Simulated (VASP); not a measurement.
Runs of VASP 6.6.1 on Si. The structure is that of space group P6_3/mmc (No. 194), or close to it. The cells are those of the table. This isn't the form of Si at room conditions, which is diamond.

```tsv
task	cell	cutoff (eV)	gap on the mesh (eV)	pressure (GPa)
single point	a = 2.665, b = 2.665, c = 4.598 Å, angles 90.0, 90.0, 120.0°, 2 atoms	520	none	-2.5
relaxation of shape and atoms at fixed volume	relaxed from a = 2.531, b = 2.531, c = 4.356 Å, angles 90.0, 90.0, 120.0°, 2 atoms	600	none	16.1
single point	a = 2.613, b = 2.613, c = 4.505 Å, angles 90.0, 90.0, 120.0°, 2 atoms	520	none	2.9
relaxation of shape and atoms at fixed volume	relaxed from a = 2.691, b = 2.691, c = 4.642 Å, angles 90.0, 90.0, 120.0°, 2 atoms	600	none	-4.6
single point	a = 2.532, b = 2.532, c = 4.354 Å, angles 90.0, 90.0, 120.0°, 2 atoms	520	none	16.1
single point	a = 2.560, b = 2.560, c = 4.405 Å, angles 90.0, 90.0, 120.0°, 2 atoms	520	none	10.7
single point	a = 2.691, b = 2.691, c = 4.642 Å, angles 90.0, 90.0, 120.0°, 2 atoms	520	none	-4.6
single point	a = 2.587, b = 2.587, c = 4.455 Å, angles 90.0, 90.0, 120.0°, 2 atoms	520	none	(a)
relaxation of shape and atoms at fixed volume	relaxed from a = 2.665, b = 2.665, c = 4.598 Å, angles 90.0, 90.0, 120.0°, 2 atoms	600	none	-2.5
single point	a = 2.723, b = 2.723, c = 4.704 Å, angles 90.0, 90.0, 120.0°, 2 atoms	520	none	-6.9
```

Alike in all rows: level r2SCAN; potentials or basis VASP PAW PBE potentials, release 64 (Si); no spin polarisation; k mesh 18 × 18 × 10; smearing gaussian 0.1 eV.

Q: Estimate the missing entries.

A: (a) 6.4.

Caveats: the PAW data sets were made with another functional, which shifts forces and pressure a little; the cell stands under pressure (at least some runs); the cell stands under tension (at least some runs).

A gap of «none» marks levels without a gap at the run's occupations.
